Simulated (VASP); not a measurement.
# SrCl2 (Fm-3m) in VASP: a series of runs

The runs below take SrCl2 through single point, with r2SCAN.

All numbers are computed with VASP 6.6.1; they aren't measurements. Logs are shortened: lines on timing, memory, paths and dates and some standing lists are left out, and cuts for length are marked.

## Step 1: The cell of the first run

The structure is cubic, space group Fm-3m (No. 225). The conventional cell has a = 6.413 Å, b = 6.413 Å, c = 6.413 Å, α = 90.00°, β = 90.00°, γ = 90.00°. Within 3.7 Å of Sr (site symmetry m-3m) lie 8 Cl at 2.78 Å. Cl (site symmetry -43m) has 4 Sr at 2.78 Å and 6 Cl at 3.21 Å within 3.7 Å.

## Step 2: Single point, r2SCAN (strain -0.080 along x and y, -0.080 along z)

Contents of POSCAR:

```
SrCl2
1.0
    0.0000000000      3.2066600000      3.2066600000
    3.2066600000      0.0000000000      3.2066600000
    3.2066600000      3.2066600000      0.0000000000
Sr Cl
1 2
Direct
    0.0000000000      0.0000000000      0.0000000000
    0.2500000000      0.2500000000      0.2500000000
    0.7500000000      0.7500000000      0.7500000000
```

Contents of INCAR.step1:

```
  PREC = Accurate
  ENCUT = 520
  ISMEAR = 0
  SIGMA = 0.05
  LREAL = F
  LASPH = T
  NELM = 80
  NBANDS = 19
  GGA = PE
  ALGO = Normal
  EDIFF = 1E-4
  LWAVE = T
  LCHARG = F
```

Contents of INCAR.step2:

```
  PREC = Accurate
  ENCUT = 520
  EDIFF = 1E-7
  ISMEAR = 0
  SIGMA = 0.05
  LREAL = F
  LASPH = T
  NELM = 80
  ALGO = Normal
  ISIF = 2
  LWAVE = F
  LCHARG = F
  METAGGA = R2SCAN
  LMIXTAU = T
  NBANDS = 19
  ISTART = 1
```

Contents of KPOINTS:

```
Automatic mesh
0
Gamma
  6 6 6
```

Potentials or basis: VASP PAW PBE potentials, release 64 (Sr_sv, Cl).

Command:

```
> cat potpaw_PBE.64/Sr_sv/POTCAR potpaw_PBE.64/Cl/POTCAR > POTCAR
> cp INCAR.step1 INCAR
> mpirun -np 1 vasp_std > vasp.out
> cp INCAR.step2 INCAR
> mpirun -np 1 vasp_std > vasp.out
```

OUTCAR:

```text
PREC = Accurate
   ENCUT = 520
   EDIFF = 1E-7
   ISMEAR = 0
   LREAL = F
   LASPH = T
   NELM = 80
   ISIF = 2
   METAGGA = R2SCAN
   ISTART = 1

 ion  position               nearest neighbor table
   1  0.000  0.000  0.000-   2 2.78   3 2.78   3 2.78   3 2.78   3 2.78   2 2.78   2 2.78   2 2.78

   2  0.250  0.250  0.250-   1 2.78   1 2.78   1 2.78   1 2.78
   3  0.750  0.750  0.750-   1 2.78   1 2.78   1 2.78   1 2.78

  LATTYP: Found a face centered cubic cell.
 ALAT       =     6.4133200000

  Lattice vectors:

 A1 = (   0.0000000000,   3.2066600000,   3.2066600000)
 A2 = (   3.2066600000,   0.0000000000,   3.2066600000)
 A3 = (   3.2066600000,   3.2066600000,   0.0000000000)

Analysis of symmetry for initial positions (statically):
=====================================================================
 Subroutine PRICEL returns:
 Original cell was already a primitive cell.

 Routine SETGRP: Setting up the symmetry group for a
 face centered cubic supercell.

 Subroutine GETGRP returns: Found 48 space group operations
 (whereof 48 operations were pure point group operations)
 out of a pool of 48 trial point group operations.

The static configuration has the point symmetry O_h .

Analysis of symmetry for dynamics (positions and initial velocities):
=====================================================================
 Subroutine PRICEL returns:
 Original cell was already a primitive cell.

 Routine SETGRP: Setting up the symmetry group for a
 face centered cubic supercell.

 Subroutine GETGRP returns: Found 48 space group operations
 (whereof 48 operations were pure point group operations)
 out of a pool of 48 trial point group operations.

The dynamic configuration has the point symmetry O_h .

 Subroutine INISYM returns: Found 48 space group operations
 (whereof 48 operations are pure point group operations),
 and found     1 'primitive' translations

----------------------------------------------------------------------------------------

                                     Primitive cell

  volume of cell :      65.9460

  direct lattice vectors                    reciprocal lattice vectors
     0.000000000  3.206660000  3.206660000    -0.155925480  0.155925480  0.155925480
     3.206660000  0.000000000  3.206660000     0.155925480 -0.155925480  0.155925480
     3.206660000  3.206660000  0.000000000     0.155925480  0.155925480 -0.155925480

  length of vectors
     4.534902062  4.534902062  4.534902062     0.270070854  0.270070854  0.270070854

  position of ions in fractional coordinates (direct lattice)
     0.000000000  0.000000000  0.000000000
     0.250000000  0.250000000  0.250000000
     0.750000000  0.750000000  0.750000000

  ion indices of the primitive-cell ions
   primitive index   ion index
                 1           1
                 2           2
                 3           3

----------------------------------------------------------------------------------------

 KPOINTS: Automatic mesh

Automatic generation of k-mesh.
 Grid dimensions read from file:
 generate k-points for:    6    6    6

 Generating k-lattice:

  Cartesian coordinates                     Fractional coordinates (reciprocal lattice)
    -0.025987580  0.025987580  0.025987580     0.166666667  0.000000000  0.000000000
     0.025987580 -0.025987580  0.025987580     0.000000000  0.166666667  0.000000000
     0.025987580  0.025987580 -0.025987580     0.000000000  0.000000000  0.166666667

  Length of vectors
     0.045011809  0.045011809  0.045011809

  Shift w.r.t. Gamma in fractional coordinates (k-lattice)
     0.000000000  0.000000000  0.000000000

 Subroutine IBZKPT returns following result:
 ===========================================

 Found     16 irreducible k-points:

 Following reciprocal coordinates:
            Coordinates               Weight
  0.000000  0.000000  0.000000      1.000000
  0.166667  0.000000  0.000000      8.000000
  0.333333  0.000000  0.000000      8.000000
  0.500000  0.000000  0.000000      4.000000
  0.166667  0.166667  0.000000      6.000000
  0.333333  0.166667  0.000000     24.000000
[... 8 lines left out ...]
 -0.333333  0.333333  0.166667     24.000000
 -0.333333  0.500000  0.166667     12.000000
   k-points           NKPTS =     16   k-points in BZ     NKDIM =     16   number of bands    NBANDS=     19
   number of dos      NEDOS =    301   number of ions     NIONS =      3
   total plane-waves  NPLWV =  46656
   dimension x,y,z NGX =    36 NGY =   36 NGZ =   36
   dimension x,y,z NGXF=    72 NGYF=   72 NGZF=   72
   ions per type =               1   2
   NGX,Y,Z   is equivalent  to a cutoff of  13.20, 13.20, 13.20 a.u.
   NGXF,Y,Z  is equivalent  to a cutoff of  26.39, 26.39, 26.39 a.u.
 SYSTEM =  unknown system
   PREC   = accura    normal or accurate (medium, high low for compatibility)
   ISTART =      1    job   : 0-new  1-cont  2-samecut
   ICHARG =      0    charge: 1-file 2-atom 10-const
   ISPIN  =      1    spin polarized calculation?
   LNONCOLLINEAR =      F non collinear calculations
   LSORBIT =      F    spin-orbit coupling
   LASPH  =      T    aspherical Exc in radial PAW
   ENCUT  =  520.0 eV  38.22 Ry    6.18 a.u.   8.43  8.43  8.43*2*pi/ulx,y,z
   NELM   =     80;   NELMIN=  2; NELMDL=  0     # of ELM steps
   EDIFF  = 0.1E-06   stopping-criterion for ELM
   LREAL  =      F    real-space projection
   EDIFFG = 0.1E-05   stopping-criterion for IOM
   NSW    =      0    number of steps for IOM
   IBRION =     -1    ionic relax: 0-MD 1-quasi-New 2-CG
   NFREE  =      0    steps in history (QN), initial steepest desc. (CG)
   ISIF   =      2    stress and relaxation
   ISYM   =      2    0-nonsym 1-usesym 2-fastsym
   POTIM  = 0.5000    time-step for ionic-motion
   TEBEG  =    0.0;   TEEND  =   0.0 temperature during run
   PSTRESS=    0.0 pullay stress
   NELECT =      24.0000    total number of electrons
   NUPDOWN=      -1.0000    fix difference up-down
   EMIN   =  10.00;   EMAX   =-10.00  energy-range for DOS
   EFERMI =   0.00;   METHOD = LEGACY
   ISMEAR =     0;   SIGMA  =   0.05  broadening in eV -4-tet -1-fermi 0-gaus
   EFERMI_NEDOS =   21; number of points for ismear=-14 and -15
   IALGO  =     38    algorithm
   IMIX   =      4    mixing-type and parameters
     AMIX     =   0.40;   BMIX     =  1.00
     AMIX_MAG =   1.60;   BMIX_MAG =  1.00
  volume/ion in A,a.u.               =      21.98       148.34
  Fermi-wavevector in a.u.,A,eV,Ry     =   1.168824  2.208756 18.587583  1.366149
  Thomas-Fermi vector in A             =   2.305305
   LORBIT       =      0    0 simple, 1 ext, 2 COOP (PROOUT), +10 PAW based schemes
   METAGGA = R2SCAN    functional components
   LHFCALC =     F    Hartree Fock is set to
   AEXX    =    0.0000 exact exchange contribution
   IVDW    =     0    specifies the selected vdW correction
   LEPSILON=     F    determine dielectric tensor
   LRPA    =     F    only Hartree local field effects (RPA)
 non-spin polarized calculation
 Gauss-broadening in eV      SIGMA  =   0.05
  energy-cutoff  :      520.00
  volume of cell :       65.95
 maximum number of plane-waves:      1807
 NGX is ok and might be reduce to    36
   NGX = 17   NGY = 17   NGZ = 17

 number of electron      23.9999997 magnetization

 Free energy of the ion-electron system (eV)
  ---------------------------------------------------
  ext. energy  EPLUGINS =         0.00000000
  ---------------------------------------------------
  free energy    TOTEN  =       -34.82727037 eV

  energy without entropy =      -34.82727037  energy(sigma->0) =      -34.82727037

 E-fermi :   2.0116     XC(G=0):  -9.9952

 val. band max:        1.7425196844   @ k =   0.5000   0.5000   0.0000
 cond. band min:       7.4561397307   @ k =   0.5000   0.5000   0.0000
 fundamental gap:      5.7136200463
 Fermi energy:         2.0115512008

 k-point     1 :       0.0000    0.0000    0.0000
  band No.  band energies     occupation
      1     -31.5405      2.00000
      2     -13.1132      2.00000
      3     -13.0494      2.00000
      4     -13.0494      2.00000
      5     -13.0494      2.00000
      6     -11.5870      2.00000
[... 11 lines left out ...]
     18      11.7692      0.00000
     19      13.3473      0.00000

 k-point     2 :       0.1667    0.0000    0.0000
  band No.  band energies     occupation
      1     -31.5364      2.00000
      2     -13.7167      2.00000
      3     -13.0614      2.00000
      4     -13.0614      2.00000
      5     -12.3775      2.00000
      6     -11.6672      2.00000
[... 11 lines left out ...]
     18      11.7187      0.00000
     19      13.6086      0.00000

 k-point     3 :       0.3333    0.0000    0.0000
  band No.  band energies     occupation
      1     -31.5282      2.00000
      2     -14.0983      2.00000
      3     -13.0853      2.00000
      4     -13.0853      2.00000
      5     -12.3220      2.00000
      6     -11.3211      2.00000
[... 11 lines left out ...]
     18      11.8774      0.00000
     19      13.0283      0.00000

 k-point     4 :       0.5000    0.0000    0.0000
  band No.  band energies     occupation
      1     -31.5241      2.00000
      2     -14.2190      2.00000
      3     -13.0971      2.00000
      4     -13.0971      2.00000
      5     -12.4523      2.00000
      6     -11.0381      2.00000
[... 231 lines left out ...]
     18      12.6086      0.00000
     19      13.5560      0.00000

 k-point    15 :      -0.3333    0.3333    0.1667
  band No.  band energies     occupation
      1     -31.5201      2.00000
      2     -14.0386      2.00000
      3     -13.8261      2.00000
      4     -13.1429      2.00000
      5     -11.5744      2.00000
      6     -11.2950      2.00000
[... 11 lines left out ...]
     18      13.1050      0.00000
     19      13.2799      0.00000

 k-point    16 :      -0.3333    0.5000    0.1667
  band No.  band energies     occupation
      1     -31.5187      2.00000
      2     -14.2108      2.00000
      3     -13.6552      2.00000
      4     -13.1671      2.00000
      5     -11.6955      2.00000
      6     -11.1374      2.00000
[... 11 lines left out ...]
     18      13.4491      0.00000
     19      13.6327      0.00000

------------------------ aborting loop because EDIFF is reached ----------------------------------------

  FORCE on cell =-STRESS in cart. coord.  units (eV):
  Direction    XX          YY          ZZ          XY          YZ          ZX
  --------------------------------------------------------------------------------------
  -------------------------------------------------------------------------------------
  Total        7.3023265      7.3023265      7.3023265      0.0000000     -0.0000000      0.0000000
  in kB      177.4120402    177.4120402    177.4120402      0.0000000     -0.0000000      0.0000000
  external PRESSURE =     177.4120402 kB  Pullay stress =       0.0000000 kB

 VOLUME and BASIS-vectors are now :
 -----------------------------------------------------------------------------
  energy-cutoff  :      520.00
  volume of cell :       65.95
      direct lattice vectors                 reciprocal lattice vectors
     0.000000000  3.206660000  3.206660000    -0.155925480  0.155925480  0.155925480
     3.206660000  0.000000000  3.206660000     0.155925480 -0.155925480  0.155925480
     3.206660000  3.206660000  0.000000000     0.155925480  0.155925480 -0.155925480

 POSITION                                       TOTAL-FORCE (eV/Angst)
 -----------------------------------------------------------------------------------
      0.00000      0.00000      0.00000        -0.000000     -0.000000     -0.000000
      1.60333      1.60333      1.60333         0.000000      0.000000      0.000000
      4.80999      4.80999      4.80999        -0.000000     -0.000000     -0.000000
 -----------------------------------------------------------------------------------
    total drift:                                0.000000      0.000000      0.000000

  FREE ENERGIE OF THE ION-ELECTRON SYSTEM (eV)
  ---------------------------------------------------
  free  energy   TOTEN  =       -34.8272703679 eV

  energy  without entropy=      -34.8272703679  energy(sigma->0) =      -34.82727037
```

It took 68 s on 1 thread of AMD EPYC 9R45 (Zen 5), shared host; peak memory 0.19 GiB.

What came out:

| Quantity | Value |
| --- | --- |
| Free energy | -34.8273 eV |
| Pressure | 17.7 GPa |
| Band gap on the k mesh | 5.71 eV |

Levels at points of the mesh, in eV from the valence-band top:
| k point | band 10 | band 11 | band 12 | band 13 | band 14 | band 15 |
| --- | --- | --- | --- | --- | --- | --- |
| (0.00, 0.00, 0.00) | -0.46 | -0.46 | -0.46 | 6.36 | 6.36 | 6.95 |
| (0.50, 0.00, 0.00) | -1.87 | -1.43 | -1.43 | 7.32 | 7.32 | 8.44 |
| (0.50, 0.50, 0.00) | -0.65 | -0.65 | 0.00 | 5.71 | 8.44 | 8.73 |

Caveat: the cell differs from its parent crystal (strain -0.080 along x and y, -0.080 along z); the cell stands under pressure; the PAW data sets were made with another functional, which shifts forces and pressure a little.

[end of part 1 of 2]
